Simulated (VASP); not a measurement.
Here is a VASP 6.6.1 calculation.

The input INCAR:

```
SYSTEM = ZrC
PREC     = Accurate       ! precision mode
ENCUT    = 600            ! plane-wave cutoff, eV
EDIFF    = 1E-7           ! SCF threshold, eV
ISMEAR   = -1             ! smearing method
SIGMA    = 0.05           ! smearing width, eV
LREAL    = .False.        ! projectors in reciprocal space
LASPH    = .True.         ! aspherical terms in the spheres
NELM     = 60             ! most SCF steps
ALGO     = Normal         ! electronic algorithm
ISIF     = 3              ! what is computed and relaxed
LWAVE    = .False.        ! write WAVECAR
LCHARG   = .False.        ! write CHGCAR
GGA      = PS             ! functional
IBRION   = 2              ! ionic algorithm
NSW      = 60             ! ionic steps
EDIFFG   = -0.01          ! ionic threshold
PSTRESS  = 300.0
```

KPOINTS

```
Automatic mesh
0
Gamma
  9 9 5
  0 0 0
```

Contents of POSCAR:

```
ZrC
1.0
    3.3914762718      0.0000000000      0.0000000000
   -1.6957381359      2.9371046077      0.0000000000
    0.0000000000      0.0000000000      5.2900530000
Zr C
2 2
Direct
    0.6666666667      0.3333333333      0.7500000000
    0.3333333333      0.6666666667      0.2500000000
    0.0000000000      0.0000000000      0.5000000000
    0.0000000000      0.0000000000      0.0000000000
```

Potentials or basis: VASP PAW PBE potentials, release 64 (Zr_sv, C).

The run is started by

```bash
$ cat potpaw_PBE.64/Zr_sv/POTCAR potpaw_PBE.64/C/POTCAR > POTCAR
$ mpirun -np 1 vasp_std > vasp.out
```

**Question.** Estimate the band gap on the k mesh.

**Answer.** Zero (bands 16 and 17 overlap by 1.02 eV).

**Question.** Predict the relaxed cell.

**Answer.** a = 3.231 Å, b = 3.231 Å, c = 5.073 Å, α = 90.00°, β = 90.00°, γ = 120.00°.

**Question.** What does it give for the space group after relaxing (to 0.1 Å)?

**Answer.** P6_3/mmc (No. 194).

Step by step:
| step | energy change (eV) | largest force (eV/Å) | pressure (GPa) | volume (Å³) |
| --- | --- | --- | --- | --- |
| 1 | 0.0000 | 0.0000 | -7.55 | 52.69 |
| 2 | 10.0325 | 0.0000 | 250.30 | 32.48 |
| 3 | 0.2336 | 0.0000 | 23.28 | 46.79 |
| 4 | 0.3416 | 0.0000 | 28.12 | 46.12 |
| 5 | 0.3876 | 0.0000 | 30.02 | 45.86 |
| 6 | 0.3873 | 0.0000 | 30.02 | 45.86 |
| 7 | 0.3865 | 0.0000 | 30.01 | 45.87 |

Caveat: the cell is relaxed towards a set pressure, so the run minimises the enthalpy, not the energy; the PAW data sets were made with another functional, which shifts forces and pressure a little.
